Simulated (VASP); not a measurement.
A run of VASP 6.6.1 is set up as follows.

Contents of INCAR:

```
SYSTEM = Ti
ALGO = Fast ; EDIFF = 1E-6
ENCUT = 520 ; GGA = CA
ISIF = 2 ; ISMEAR = 0
LASPH = .True. ; LCHARG = .False.
LREAL = .False. ; LWAVE = .False.
NBANDS = 12 ; NELM = 80
PREC = Accurate ; SIGMA = 0.15
```

The input KPOINTS:

```
k-points
0
Gamma
  20 20 20
  0 0 0
```

File POSCAR:

```
Ti
1.0
   -1.6902300000      1.6902300000      1.5917700000
    1.6902300000     -1.6902300000      1.5917700000
    1.6902300000      1.6902300000     -1.5917700000
Ti
1
Direct
    0.0000000000      0.0000000000      0.0000000000
```

Potentials or basis: VASP PAW LDA potentials, release 64 (Ti_sv).

Launch:

```sh
$ cat potpaw_LDA.64/Ti_sv/POTCAR > POTCAR
$ mpirun -np 1 vasp_std > vasp.out
```

Predict the pressure.

-13.0 GPa.

What does it give for the band gap on the k mesh?

Zero (band 6 reaches 8.29 eV, above the bottom of band 7 at 6.76 eV).

Stress tensor (GPa, compression positive):
```
-12.39   0.00   0.00
  0.00 -12.39   0.00
  0.00   0.00 -14.21
```

Caveat: the cell differs from its parent crystal (strain +0.030 along x and y, -0.030 along z).
